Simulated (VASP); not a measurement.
C, 2 atoms in the cell. It takes space group C2/m (No. 12, monoclinic). The conventional cell has a = 4.269 Å, b = 2.465 Å, c = 3.650 Å, α = 90.00°, β = 112.95°, γ = 90.00°. C (site symmetry m) has 3 C at 1.41 to 1.46 Å within 1.9 Å.  This cell differs from its parent crystal: mode 4 frozen in at +0.048 Å and mode 6 at +0.015 Å (largest displacements).

- Program: VASP 6.6.1
- Task: single point
- Functional: PBE
- Dispersion: D3(BJ)
- Potentials or basis: VASP PAW PBE potentials, release 64 (C)
- Cutoff: 520 eV
- k mesh: 15 × 15 × 15
- Occupations: gaussian, width 0.05 eV
- Spin: no spin polarisation
- Dipole correction: no
- Further INCAR settings: ALGO = Normal; EDIFF = 1e-06; NBANDS = 11

Potentials or basis: VASP PAW PBE potentials, release 64 (C).

The run is started by

```bash
$ cat potpaw_PBE.64/C/POTCAR > POTCAR
$ mpirun -np 1 vasp_std > vasp.out
```

Hardware: 1 thread of Intel(R) Xeon(R) 6975P-C (Granite Rapids), with other jobs on the host.

Q: How long does it take, and how much memory?

A: Wall time 89 s on 1 thread of Intel(R) Xeon(R) 6975P-C (Granite Rapids), with other jobs on the host, peak memory 0.27 GiB. Counts: scf iterations 11, k points 904.
